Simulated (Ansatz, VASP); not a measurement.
This is a calculation of Nb for Ansatz 0.2.0.

input.yaml

```yaml
crystal:
  lattice:
    - [-1.66395, 1.66395, 1.66395]
    - [1.66395, -1.66395, 1.66395]
    - [1.66395, 1.66395, -1.66395]
  atoms:
    - { symbol: Nb, position: [0.0, 0.0, 0.0] }
kpoints:
  mp_grid: { grid: [11, 11, 11] }
scf:
  occupations: { method: fermi_dirac, width: 0.05 }
hamiltonian:
  xc: lda
  pseudopotentials: { kind: all_electron, lapw: { basis_error: 0.001 } }
output:
  forces: true
  stress: true
  eigenvalues: true
```

Potentials or basis: all-electron LAPW, scalar-relativistic.

The run is started by

```console
$ ansatz run input.yaml --threads 1 --pin off --max-ram 3072MiB --backend cpu --events-out ev --progress --plain --runs-dir out
```

Task: Set up the same calculation for VASP 6.6.1. Potentials there: VASP PAW LDA potentials, release 64 (Nb_sv).

Result: As run (the cutoff follows the program's own potentials):

The input INCAR:

```
SYSTEM = Nb
PREC = Accurate
ENCUT = 500
EDIFF = 1E-6
ISMEAR = -1
SIGMA = 0.05
LREAL = .FALSE.
LASPH = .TRUE.
NELM = 120
ALGO = Normal
ISIF = 2
LWAVE = .FALSE.
LCHARG = .FALSE.
NBANDS = 12
GGA_COMPAT = .FALSE.
```

File KPOINTS:

```
Automatic mesh
0
G
  11 11 11
  0 0 0
```

Contents of POSCAR:

```
Nb
1.0
   -1.6639500000      1.6639500000      1.6639500000
    1.6639500000     -1.6639500000      1.6639500000
    1.6639500000      1.6639500000     -1.6639500000
Nb
1
Direct
    0.0000000000      0.0000000000      0.0000000000
```

Potentials or basis: VASP PAW LDA potentials, release 64 (Nb_sv).

The run is started by

```bash
$ cat potpaw_LDA.64/Nb_sv/POTCAR > POTCAR
$ mpirun -np 1 vasp_std > vasp.out
```

Both were run:

|  | VASP | Ansatz | Ansatz less VASP |
| --- | --- | --- | --- |
| gap on the k mesh at the Fermi level (eV) | none | none | - |
| pressure (GPa) | -11.7 | -11.6 | +0.17 |

LDA's correlation is that of Perdew and Zunger in VASP and of Perdew and Wang (1992) in Ansatz. A gap of «none» marks a metal or a gap that the smearing closes. Ansatz ran all-electron here, and VASP with PAW potentials.
